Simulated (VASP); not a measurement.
Wanted: the native input for a VASP 6.6.1 run.

* Task: single point
* Functional: PBE
* Potentials or basis: VASP PAW PBE potentials, release 64 (Mo_sv, C)
* Cutoff: 520 eV
* k mesh: 8 × 8 × 8
* Occupations: gaussian, width 0.1 eV
* Spin: no spin polarisation
* Dipole correction: no
* Further INCAR settings: ALGO = Normal; EDIFF = 1e-06; NBANDS = 43

The structure of Mo4C3 lies in POSCAR:

```
Mo4C3
1.0
    0.0000000000      4.3971509759      4.3971509759
    4.3971509759      0.0000000000      4.3971509759
    4.3971509759      4.3971509759      0.0000000000
Mo C
4 3
Direct
    0.1259571448      0.6221285655      0.1259571448
    0.1259571448      0.1259571448      0.1259571448
    0.6221285655      0.1259571448      0.1259571448
    0.1259571448      0.1259571448      0.6221285655
    0.2500000000      0.2500000000      0.2500000000
    0.5000000000      0.5000000000      0.5000000000
    0.0000000000      0.0000000000      0.0000000000
```

The cell was built from a structure type or drawn by symmetry, and may not be a known phase.

One way to write it, as run:

INCAR

```
PREC = Accurate
ENCUT = 520
EDIFF = 1E-6
ISMEAR = 0
SIGMA = 0.1
LREAL = False
LASPH = True
NELM = 80
ALGO = Normal
ISIF = 2
LWAVE = False
LCHARG = True
GGA = PE
LELF = True
LVHAR = True
NBANDS = 43
```

KPOINTS

```
regular mesh
0
Gamma
  8 8 8
```

Potentials or basis: VASP PAW PBE potentials, release 64 (Mo_sv, C).

The run is started by

```console
$ cat potpaw_PBE.64/Mo_sv/POTCAR potpaw_PBE.64/C/POTCAR > POTCAR
$ mpirun -np 1 vasp_std > vasp.out
```

It gave:

- Pressure: 0.1 GPa
- Band gap on the k mesh: zero (bands 34 and 35 overlap by 0.19 eV)

It took 110 s on 1 thread of Intel(R) Xeon(R) 6975P-C (Granite Rapids), with other jobs on the host, peak memory 0.4 GiB.
